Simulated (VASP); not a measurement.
Input of a VASP 6.6.1 run:

The input INCAR:

```
PREC = Accurate
ENCUT = 520
EDIFF = 1E-6
ISMEAR = -1
SIGMA = 0.05
LREAL = False
LASPH = True
NELM = 80
ALGO = Normal
ISIF = 2
LWAVE = False
LCHARG = False
GGA = PS
NBANDS = 15
```

Contents of KPOINTS:

```
Automatic mesh
0
Gamma
  11 11 11
```

The input POSCAR:

```
TiC
1.0
    0.0000000000      2.1657188437      2.1657188437
    2.1657188437      0.0000000000      2.1657188437
    2.1657188437      2.1657188437      0.0000000000
Ti C
1 1
Direct
   -0.0179180000      0.0215340000     -0.0071780000
    0.4843900000      0.5074340000      0.5141740000
```

Potentials or basis: VASP PAW PBE potentials, release 64 (Ti_sv, C).

Run with:

```console
$ cat potpaw_PBE.64/Ti_sv/POTCAR potpaw_PBE.64/C/POTCAR > POTCAR
$ mpirun -np 1 vasp_std > vasp.out
```

(1) Predict the largest force.

(2) Predict the band gap on the k mesh.

(3) What does it give for the pressure?

## Answers

(1) 0.551 eV/Å.

(2) zero (bands 8 and 9 overlap by 1.02 eV).

(3) -6.1 GPa.

Caveat: the cell differs from its parent crystal (atoms moved at random); the cell stands under tension; the PAW data sets were made with another functional, which shifts forces and pressure a little.
